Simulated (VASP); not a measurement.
# Zr (P6_3/mmc) in VASP: notebook, part 2 of 2

VASP 6.6.1.

## Step 4: Electric field gradients, LDA (zz strain of -2 %)

Contents of INCAR:

```
SYSTEM = Zr
ALGO = Normal
EDIFF = 1E-8
ENCUT = 520
GGA = CA
ISIF = 2
ISMEAR = -1
LASPH = .True.
LCHARG = .False.
LEFG = .True.
LREAL = .False.
LWAVE = .False.
NBANDS = 19
NELM = 100
PREC = Accurate
SIGMA = 0.03
```

Contents of KPOINTS:

```
k-points
0
Gamma
  13 13 7
  0 0 0
```

Contents of POSCAR:

```
Zr
1.0
    3.2319982225      0.0000000000      0.0000000000
   -1.6159991112      2.7989925656      0.0000000000
    0.0000000000      0.0000000000      5.0440600000
Zr
2
Direct
    0.3333333333      0.6666666667      0.2500000000
    0.6666666667      0.3333333333      0.7500000000
```

Potentials or basis: VASP PAW LDA potentials, release 64 (Zr_sv).

Command:

```sh
$ cat potpaw_LDA.64/Zr_sv/POTCAR > POTCAR
$ mpirun -np 1 vasp_std > vasp.out
```

OUTCAR:

```text
SYSTEM = Zr
   EDIFF = 1E-8
   ENCUT = 520
   GGA = CA
   ISIF = 2
   ISMEAR = -1
   LASPH = .True.
   LREAL = .False.
   NELM = 100
   PREC = Accurate

 ion  position               nearest neighbor table
   1  0.333  0.667  0.250-   2 3.14   2 3.14   2 3.14   2 3.14   2 3.14   2 3.14
   2  0.667  0.333  0.750-   1 3.14   1 3.14   1 3.14   1 3.14   1 3.14   1 3.14

  LATTYP: Found a hexagonal cell.
 ALAT       =     3.2319982225
 C/A-ratio  =     1.5606629870

  Lattice vectors:

 A1 = (   3.2319982225,   0.0000000000,   0.0000000000)
 A2 = (  -1.6159991112,   2.7989925656,   0.0000000000)
 A3 = (   0.0000000000,   0.0000000000,   5.0440600000)

Analysis of symmetry for initial positions (statically):
=====================================================================
 Subroutine PRICEL returns:
 Original cell was already a primitive cell.

 Routine SETGRP: Setting up the symmetry group for a
 hexagonal supercell.
[... 718 lines left out ...]
  volume of cell :       45.63
      direct lattice vectors                 reciprocal lattice vectors
     3.231998223  0.000000000  0.000000000     0.309406111  0.178635701  0.000000000
    -1.615999111  2.798992566  0.000000000     0.000000000  0.357271403  0.000000000
     0.000000000  0.000000000  5.044060000     0.000000000  0.000000000  0.198252995

 POSITION                                       TOTAL-FORCE (eV/Angst)
 -----------------------------------------------------------------------------------
     -0.00000      1.86600      1.26101        -0.000000     -0.000000      0.000000
      1.61600      0.93300      3.78304         0.000000      0.000000      0.000000
 -----------------------------------------------------------------------------------
    total drift:                               -0.000000      0.000000     -0.000000

  FREE ENERGIE OF THE ION-ELECTRON SYSTEM (eV)
  ---------------------------------------------------
  free  energy   TOTEN  =       -18.5505875890 eV

  energy  without entropy=      -18.5431516576  energy(sigma->0) =      -18.54686962

 Electric field gradients (V/A^2)
---------------------------------------------------------------------
 ion       V_xx      V_yy      V_zz      V_xy      V_xz      V_yz
---------------------------------------------------------------------
   1     -27.786   -27.786    55.572     0.000     0.000    -0.000
   2     -27.786   -27.786    55.572     0.000    -0.000     0.000
---------------------------------------------------------------------

 Electric field gradients after diagonalization (V/A^2)
 (convention: |V_zz| > |V_xx| > |V_yy|)
----------------------------------------------------------------------
 ion       V_xx      V_yy      V_zz     asymmetry (V_yy - V_xx)/ V_zz
----------------------------------------------------------------------
   1     -27.786   -27.786    55.572       0.000
   2     -27.786   -27.786    55.572       0.000
----------------------------------------------------------------------

           NMR quadrupolar parameters

 Cq : quadrupolar parameter    Cq=e*Q*V_zz/h
 eta: asymmetry parameters     (V_yy - V_xx)/ V_zz
 Q  : nuclear electric quadrupole moment in mb (millibarn)
----------------------------------------------------------------------
 ion       Cq(MHz)       eta       Q (mb)
----------------------------------------------------------------------
   1       0.134       0.000       1.000
   2       0.134       0.000       1.000
----------------------------------------------------------------------
```

stdout:

```text
POSCAR found type information on POSCAR Zr
 POSCAR found :  1 types and       2 ions
 scaLAPACK will be used
 LDA part: xc-table for (Slater(with rela. corr.)+CA(PZ))
 , standard interpolation
 POSCAR, INCAR and KPOINTS ok, starting setup
 FFT: planning ... GRIDC
 FFT: planning ... GRID_SOFT
 FFT: planning ... GRID
 WAVECAR not read
 entering main loop
ion   1

ion   2
```

Wall time 74 s (1 thread of Intel Xeon 8259CL, shared host); peak memory 0.18 GiB.

Results:

| Quantity | Value |
| --- | --- |
| Free energy | -18.5506 eV |
| Pressure | -4.2 GPa |
| Band gap on the k mesh | zero (band 12 reaches 9.97 eV, above the bottom of band 13 at 8.82 eV) |

Stress tensor (GPa, compression positive):
```
-5.03  0.00  0.00
 0.00 -5.03  0.00
 0.00  0.00 -2.54
```

Levels at points of the mesh, in eV from the Fermi level:
| k point | band 10 | band 11 | band 12 | band 13 | band 14 | band 15 |
| --- | --- | --- | --- | --- | --- | --- |
| (0.00, 0.00, 0.00) | -3.12 | 0.76 | 0.76 | 1.14 | 1.47 | 1.52 |

Electric field gradients, principal values (V/Å²):
| atom | least | middle | greatest (by size) |
| --- | --- | --- | --- |
| 1 Zr | -27.786 | -27.786 | 55.572 |
| 2 Zr | -27.786 | -27.786 | 55.572 |

Caveat: the cell differs from its parent crystal (zz strain of -2 %); without QUAD_EFG the Cq values of the log hold for a quadrupole moment of 1 mb, not for the nuclei.

## Step 5: Electric field gradients, LDA (zz strain of -2 %)

Contents of INCAR:

```
  ALGO = Normal
  EDIFF = 1E-8
  ENCUT = 520
  ISIF = 2
  ISMEAR = -1
  LASPH = True
  LCHARG = False
  LEFG = True
  LREAL = False
  LWAVE = False
  NBANDS = 19
  NELM = 100
  PREC = Accurate
  SIGMA = 0.03
```

Contents of KPOINTS:

```
k-points
0
Gamma
  13 13 7
```

POSCAR is that of step 4.

Potentials or basis: VASP PAW LDA potentials, release 64 (Zr_sv).

Command:

```sh
$ cat potpaw_LDA.64/Zr_sv/POTCAR > POTCAR
$ mpirun -np 1 vasp_std > vasp.out
```

OUTCAR:

```text
EDIFF = 1E-8
   ENCUT = 520
   ISIF = 2
   ISMEAR = -1
   LASPH = True
   LREAL = False
   NELM = 100
   PREC = Accurate

 ion  position               nearest neighbor table
   1  0.333  0.667  0.250-   2 3.14   2 3.14   2 3.14   2 3.14   2 3.14   2 3.14
   2  0.667  0.333  0.750-   1 3.14   1 3.14   1 3.14   1 3.14   1 3.14   1 3.14

  LATTYP: Found a hexagonal cell.
 ALAT       =     3.2319982225
 C/A-ratio  =     1.5606629870

  Lattice vectors:

 A1 = (   3.2319982225,   0.0000000000,   0.0000000000)
 A2 = (  -1.6159991112,   2.7989925656,   0.0000000000)
 A3 = (   0.0000000000,   0.0000000000,   5.0440600000)

Analysis of symmetry for initial positions (statically):
=====================================================================
 Subroutine PRICEL returns:
 Original cell was already a primitive cell.

 Routine SETGRP: Setting up the symmetry group for a
 hexagonal supercell.

 Subroutine GETGRP returns: Found 24 space group operations
 (whereof 12 operations were pure point group operations)
 out of a pool of 24 trial point group operations.

The static configuration has the point symmetry D_3d.
 The point group associated with its full space group is D_6h.

Analysis of symmetry for dynamics (positions and initial velocities):
=====================================================================
 Subroutine PRICEL returns:
 Original cell was already a primitive cell.

 Routine SETGRP: Setting up the symmetry group for a
 hexagonal supercell.

 Subroutine GETGRP returns: Found 24 space group operations
 (whereof 12 operations were pure point group operations)
 out of a pool of 24 trial point group operations.

[... 151 lines left out ...]
 cond. band min:       9.0516704091   @ k =   0.3077   0.2308   0.2857
 fundamental gap:      0.0114421436
 Fermi energy:         9.0512880653

 k-point     1 :       0.0000    0.0000    0.0000
  band No.  band energies     occupation
      1     -39.5093      2.00000
      2     -39.3233      2.00000
      3     -18.2491      2.00000
      4     -17.3040      2.00000
      5     -17.3040      2.00000
      6     -17.1339      2.00000
[... 505 lines left out ...]
      6     -17.3376      2.00000
[... 11 lines left out ...]
     18      11.3621      0.00000
     19      13.8651      0.00000

 [... further k-points ...]
[... 5 lines left out ...]
  --------------------------------------------------------------------------------------
  -------------------------------------------------------------------------------------
  Total       -1.4337409     -1.4337409     -0.7245385     -0.0000000     -0.0000000      0.0000000
  in kB      -50.3417332    -50.3417332    -25.4401063     -0.0000000     -0.0000000      0.0000000
  external PRESSURE =     -42.0411909 kB  Pullay stress =       0.0000000 kB

 VOLUME and BASIS-vectors are now :
 -----------------------------------------------------------------------------
  energy-cutoff  :      520.00
  volume of cell :       45.63
      direct lattice vectors                 reciprocal lattice vectors
     3.231998223  0.000000000  0.000000000     0.309406111  0.178635701  0.000000000
    -1.615999111  2.798992566  0.000000000     0.000000000  0.357271403  0.000000000
     0.000000000  0.000000000  5.044060000     0.000000000  0.000000000  0.198252995

 POSITION                                       TOTAL-FORCE (eV/Angst)
 -----------------------------------------------------------------------------------
     -0.00000      1.86600      1.26101        -0.000000     -0.000000      0.000000
      1.61600      0.93300      3.78304         0.000000      0.000000      0.000000
 -----------------------------------------------------------------------------------
    total drift:                               -0.000000      0.000000     -0.000000

  FREE ENERGIE OF THE ION-ELECTRON SYSTEM (eV)
  ---------------------------------------------------
  free  energy   TOTEN  =       -18.5505875890 eV

  energy  without entropy=      -18.5431516576  energy(sigma->0) =      -18.54686962

 Electric field gradients (V/A^2)
---------------------------------------------------------------------
 ion       V_xx      V_yy      V_zz      V_xy      V_xz      V_yz
---------------------------------------------------------------------
   1     -27.786   -27.786    55.572     0.000     0.000    -0.000
   2     -27.786   -27.786    55.572     0.000    -0.000     0.000
---------------------------------------------------------------------

 Electric field gradients after diagonalization (V/A^2)
 (convention: |V_zz| > |V_xx| > |V_yy|)
----------------------------------------------------------------------
 ion       V_xx      V_yy      V_zz     asymmetry (V_yy - V_xx)/ V_zz
----------------------------------------------------------------------
   1     -27.786   -27.786    55.572       0.000
   2     -27.786   -27.786    55.572       0.000
----------------------------------------------------------------------

           NMR quadrupolar parameters

 Cq : quadrupolar parameter    Cq=e*Q*V_zz/h
 eta: asymmetry parameters     (V_yy - V_xx)/ V_zz
 Q  : nuclear electric quadrupole moment in mb (millibarn)
----------------------------------------------------------------------
 ion       Cq(MHz)       eta       Q (mb)
----------------------------------------------------------------------
   1       0.134       0.000       1.000
   2       0.134       0.000       1.000
----------------------------------------------------------------------
```

It took 76 s on 1 thread of Intel Xeon 8259CL, shared host; peak memory 0.18 GiB.

What came out:

```
Free energy            : -18.5506 eV
Pressure               : -4.2 GPa
Band gap on the k mesh : zero (band 12 reaches 9.97 eV, above the bottom of band 13 at 8.82 eV)
```

Electric field gradients, principal values (V/Å²):
```csv
atom,least,middle,greatest (by size)
1 Zr,-27.786,-27.786,55.572
2 Zr,-27.786,-27.786,55.572
```

Caveat: the cell differs from its parent crystal (zz strain of -2 %); without QUAD_EFG the Cq values of the log hold for a quadrupole moment of 1 mb, not for the nuclei.
